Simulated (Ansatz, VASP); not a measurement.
## Two plane-wave programs on GaBAs2

File INCAR:

```
PREC = Accurate ; ENCUT = 600
EDIFF = 1E-6 ; ISMEAR = -1
SIGMA = 0.02 ; LREAL = F
LASPH = T ; NELM = 120
ALGO = Normal ; ISIF = 2
LWAVE = F ; LCHARG = F
GGA = PE ; NBANDS = 31
GGA_COMPAT = F
```

File KPOINTS:

```
Automatic mesh
0
Gamma
  8 8 6
```

POSCAR

```
GaBAs2
1.0
    3.6615741104      0.0000000000      0.0000000000
    0.0000000000      3.6615741104      0.0000000000
    0.0000000000      0.0000000000      5.3547502617
B As Ga
1 2 1
Direct
    0.0000000000      0.0000000000      0.0000000000
    0.0000000000      0.5000000000      0.2139711070
    0.5000000000      0.0000000000      0.7860288930
    0.5000000000      0.5000000000      0.5000000000
```

Input for Ansatz:

```yaml
crystal:
  lattice:
    - [3.6615741104, 0.0, 0.0]
    - [0.0, 3.6615741104, 0.0]
    - [0.0, 0.0, 5.3547502617]
  atoms:
    - { symbol: B, position: [0.0, 0.0, 0.0] }
    - { symbol: As, position: [0.0, 0.5, 0.213971107] }
    - { symbol: Ga, position: [0.5, 0.5, 0.5] }
    - { symbol: As, position: [0.5, 0.0, 0.786028893] }
kpoints:
  mp_grid: { grid: [8, 8, 6] }
  band_path:
    path:
      - [[0.0, 0.0, 0.0], [0.0, 0.5, 0.0], [0.5, 0.5, 2.165182864599e-33], [0.0, 0.0, 0.0], [5.927467019033e-50, 0.0, 0.5], [5.927467019033e-50, 0.5, 0.5], [0.5, 0.5, 0.5], [5.927467019033e-50, 0.0, 0.5]]
      - [[0.0, 0.5, 0.0], [5.927467019033e-50, 0.5, 0.5]]
      - [[0.5, 0.5, 2.165182864599e-33], [0.5, 0.5, 0.5]]
    npoints: 10
hamiltonian:
  xc: pbe
scf:
  occupations: { method: fermi_dirac, width: 0.02 }
  n_extra_bands: 5
output:
  forces: true
  stress: true
  eigenvalues: true
```

Alike in both runs: task single point; functional PBE; k mesh 8 × 8 × 6; occupations fermi-dirac, width 0.02 eV; no spin polarisation.

|  | VASP | Ansatz |
| --- | --- | --- |
| version | VASP 6.6.1 | Ansatz 0.2.0 |
| potentials or method | VASP PAW PBE potentials, release 64 (B, As_d, Ga_d) | plane waves, PAW |
| plane-wave cutoff (eV) | 600 | 420 |
| valence electrons in the cell | 46 | 46 |

|  | VASP | Ansatz | Ansatz less VASP |
| --- | --- | --- | --- |
| pressure (GPa) | 2.5 | 2.5 | -0.01 |
| rms of the force components (eV/Å) | 0.093 | 0.089 | -0.0035 |
